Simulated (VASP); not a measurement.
Write the native input for VASP 6.6.1 that does the following.

```
Task                   : single point
Functional             : PBE
Potentials or basis    : VASP PAW PBE potentials, release 64 (S, Mg)
Cutoff                 : 520 eV
k mesh                 : 9 × 9 × 9
Occupations            : gaussian, width 0.029 eV
Spin                   : no spin polarisation
Dipole correction      : no
Further INCAR settings : ALGO = Normal; EDIFF = 1e-07; NBANDS = 11
```

The structure of MgS (Niningerite) lies in POSCAR:

```
MgS
1.0
    0.0000000000      2.6016500000      2.6016500000
    2.6016500000      0.0000000000      2.6016500000
    2.6016500000      2.6016500000      0.0000000000
S Mg
1 1
Direct
    0.5000000000      0.5000000000      0.5000000000
    0.0000000000      0.0000000000      0.0000000000
```

These files were run (other wordings do the same):

INCAR

```
SYSTEM = MgS
ALGO = Normal ; EDIFF = 1E-7
ENCUT = 520 ; GGA = PE
ISIF = 2 ; ISMEAR = 0
LASPH = .True. ; LCHARG = .False.
LREAL = .False. ; LWAVE = .False.
NBANDS = 11 ; NELM = 100
PREC = Accurate ; SIGMA = 0.028999999999999998
```

KPOINTS

```
k-points
0
Gamma
  9 9 9
  0 0 0
```

Potentials or basis: VASP PAW PBE potentials, release 64 (S, Mg).

Command:

```sh
$ cat potpaw_PBE.64/S/POTCAR potpaw_PBE.64/Mg/POTCAR > POTCAR
$ mpirun -np 1 vasp_std > vasp.out
```

Results of the run:

```
Pressure               : 0.9 GPa
Band gap on the k mesh : 2.91 eV, indirect (least direct gap 3.71 eV)
```

It took 7.5 s on 1 thread of AMD EPYC 9R45 96-Core Processor (Zen 5), on a shared host, peak memory 0.13 GiB.
